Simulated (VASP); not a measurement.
The system is Ca.

```xyz
4
Lattice="7.2439 0.0000 0.0000 0.0000 7.2439 0.0000 0.0000 0.0000 3.3841" Properties=species:S:1:pos:R:3 pbc="T T T"
Ca    0.0000    0.0000    0.0000
Ca    0.0000    3.6220    0.0000
Ca    3.6220    0.0000    0.0000
Ca    3.6220    3.6220    1.6920
```

| Item | Value |
| --- | --- |
| Program | VASP 6.6.1 |
| Task | relaxation of cell and atoms |
| Functional | PBE |
| Potentials or basis | VASP PAW PBE potentials, release 64 (Ca_sv) |
| Cutoff | 600 eV |
| k mesh | 6 × 6 × 14 |
| Occupations | gaussian, width 0.1 eV |
| Spin | no spin polarisation |

At the start: pressure 0.0 GPa; volume 44.39 Å³/atom.

Problem. How do energy, volume and symmetry change on relaxing?

Solution. Over 8 steps the energy falls by 86.9 meV/atom and the volume is 42.83 Å³/atom (-3.5 %); space group P4/mmm (No. 123, to 0.05 Å).

The path:
```tsv
step	energy change (eV)	largest force (eV/Å)	pressure (GPa)	volume (Å³)
1	0.0000	0.0000	0.02	177.58
2	-0.2810	0.0000	-0.33	177.31
3	-0.3411	0.0000	-0.37	176.65
4	-0.3415	0.0000	-0.37	176.60
5	-0.3464	0.0000	-0.17	173.65
6	-0.3475	0.0000	-0.01	171.47
7	-0.3475	0.0000	0.00	171.37
8	-0.3476	0.0000	0.01	171.30
```

Final structure:
```cif
data_structure
_symmetry_space_group_name_H-M 'P 1'
_symmetry_Int_Tables_number 1
_cell_length_a 6.8155
_cell_length_b 6.8155
_cell_length_c 3.6879
_cell_angle_alpha 90.000
_cell_angle_beta 90.000
_cell_angle_gamma 90.000
_cell_volume 171.30
loop_
_atom_site_label
_atom_site_type_symbol
_atom_site_fract_x
_atom_site_fract_y
_atom_site_fract_z
_atom_site_occupancy
Ca1 Ca 0.00000 0.00000 0.00000 1
Ca2 Ca 0.00000 0.50000 0.00000 1
Ca3 Ca 0.50000 0.00000 0.00000 1
Ca4 Ca 0.50000 0.50000 0.50000 1
```
